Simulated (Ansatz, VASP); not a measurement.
# Two plane-wave programs on Te

Contents of POSCAR:

```
Te
1.0
    4.6324895870      0.0000000000      0.0000000000
   -2.3162447935      4.0118536651      0.0000000000
    0.0000000000      0.0000000000      5.8869033494
Te
3
Direct
    0.2535874851      0.0000000000      0.3333333333
    1.0000000000      0.2535874851      0.6666666667
    0.7464125149      0.7464125149      0.0000000000
```

Contents of INCAR.step1:

```
ALGO = Normal ; EDIFF = 1E-4
ENCUT = 520 ; GGA = PE
ISMEAR = -1 ; LASPH = True
LCHARG = False ; LREAL = False
LWAVE = True ; NBANDS = 16
NELM = 60 ; PREC = Accurate
SIGMA = 0.05
```

The input INCAR.step2:

```
ALGO = Normal ; EDIFF = 1E-6
ENCUT = 520 ; ISIF = 2
ISMEAR = -1 ; ISTART = 1
LASPH = True ; LCHARG = False
LMIXTAU = True ; LREAL = False
LWAVE = False ; METAGGA = R2SCAN
NBANDS = 16 ; NELM = 60
PREC = Accurate ; SIGMA = 0.05
```

KPOINTS

```
k-points
0
Gamma
  5 5 4
```

Input for Ansatz:

```yaml
crystal:
  lattice:
    - [4.632489587, 0.0, 0.0]
    - [-2.3162447935, 4.0118536651, 0.0]
    - [0.0, 0.0, 5.8869033494]
  atoms:
    - { symbol: Te, position: [0.2535874851, 0.0, 0.3333333333] }
    - { symbol: Te, position: [1.0, 0.2535874851, 0.6666666667] }
    - { symbol: Te, position: [0.7464125149, 0.7464125149, 0.0] }
hamiltonian:
  xc: r2scan
  pseudopotentials:
    kind: paw
    azcp:
      Te: "pseudopotentials/Te.paw.azcp"
basis:
  ecutwfc: 500
  fft_grid_basis: typed
kpoints:
  mp_grid: { grid: [5, 5, 4], shift: [0, 0, 0] }
magnetization:
  spin_polarized: false
scf:
  occupations: { method: fermi_dirac, width: 0.05 }
  lower_state_search: "off"
output:
  stress: true
```

Alike in both runs: task single point; functional r2SCAN; k mesh 5 × 5 × 4; occupations fermi-dirac, width 0.05 eV; no spin polarisation.

|  | VASP | Ansatz |
| --- | --- | --- |
| version | VASP 6.6.1 | Ansatz 0.2.0 |
| potentials or method | VASP PAW PBE potentials, release 64 (Te), cutoff 520 eV | plane waves (500 eV) with PAW, scalar-relativistic |
| valence electrons in the cell | 18 | 48 |

|  | VASP | Ansatz | Ansatz less VASP |
| --- | --- | --- | --- |
| pressure (GPa) | 0.0 | 0.0 | -0.04 |
| traceless stress, the component that is largest in VASP (GPa) | 0.10 | 0.07 | -0.031 |

VASP's potentials were made for PBE, not for r2SCAN. The functional is the same, so the differences come from potentials, cutoffs and numerics. VASP's potentials hold 18 valence electrons a cell and Ansatz's 48, so a difference there can come from the potentials and not from the codes.

Spin-orbit coupling is off throughout.
